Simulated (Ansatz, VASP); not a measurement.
**Nb: VASP beside Ansatz**

File INCAR:

```
SYSTEM = Nb
PREC = Accurate
ENCUT = 520
EDIFF = 1E-7
ISMEAR = 0
SIGMA = 0.1
LREAL = .FALSE.
LASPH = .TRUE.
NELM = 60
ALGO = Normal
ISIF = 2
LWAVE = .FALSE.
LCHARG = .FALSE.
GGA = PE
NBANDS = 34
```

File KPOINTS:

```
Automatic mesh
0
G
  4 4 4
  0 0 0
```

File POSCAR:

```
Nb
1.0
    4.3943423412      0.0000000000      0.0000000000
    0.0000000000      4.3943423412      0.0000000000
    0.0000000000      0.0000000000      4.3943423412
Nb
4
Direct
    0.0300000000      0.0300000000      0.0300000000
    0.4700000000      0.9700000000      0.5300000000
    0.5300000000      0.4700000000      0.9700000000
    0.9700000000      0.5300000000      0.4700000000
```

Input for Ansatz:

```yaml
crystal:
  lattice:
    - [4.3943423412, 0.0, 0.0]
    - [0.0, 4.3943423412, 0.0]
    - [0.0, 0.0, 4.3943423412]
  atoms:
    - { symbol: Nb, position: [0.03, 0.03, 0.03] }
    - { symbol: Nb, position: [0.47, 0.97, 0.53] }
    - { symbol: Nb, position: [0.53, 0.47, 0.97] }
    - { symbol: Nb, position: [0.97, 0.53, 0.47] }
basis:
  ecutwfc: 420
kpoints:
  mp_grid: { grid: [4, 4, 4] }
hamiltonian:
  xc: pbe
scf:
  occupations: { method: gaussian, width: 0.1 }
  lower_state_search: "off"
output:
  forces: true
  stress: true
  eigenvalues: true
```

Alike in both runs: task single point; functional PBE; k mesh 4 × 4 × 4; occupations gaussian, width 0.1 eV; no spin polarisation.

|  | VASP | Ansatz |
| --- | --- | --- |
| version | VASP 6.6.1 | Ansatz 0.2.0 |
| potentials or method | VASP PAW PBE potentials, release 64 (Nb_sv), cutoff 520 eV | scalar-relativistic, plane waves, PAW |
| valence electrons in the cell | 52 | 52 |

|  | VASP | Ansatz | Ansatz less VASP |
| --- | --- | --- | --- |
| gap on the k mesh at the Fermi level (eV) | none | none | - |
| pressure (GPa) | -13.4 | -13.1 | +0.23 |
| rms of the force components (eV/Å) | 0.431 | 0.432 | +0.0008 |

Atom by atom the forces differ by 0.001 eV/Å (rms over components). A gap of «none» marks a metal or a gap that the smearing closes. With one functional, cell and mesh, what is left measures potentials, basis and numerics.
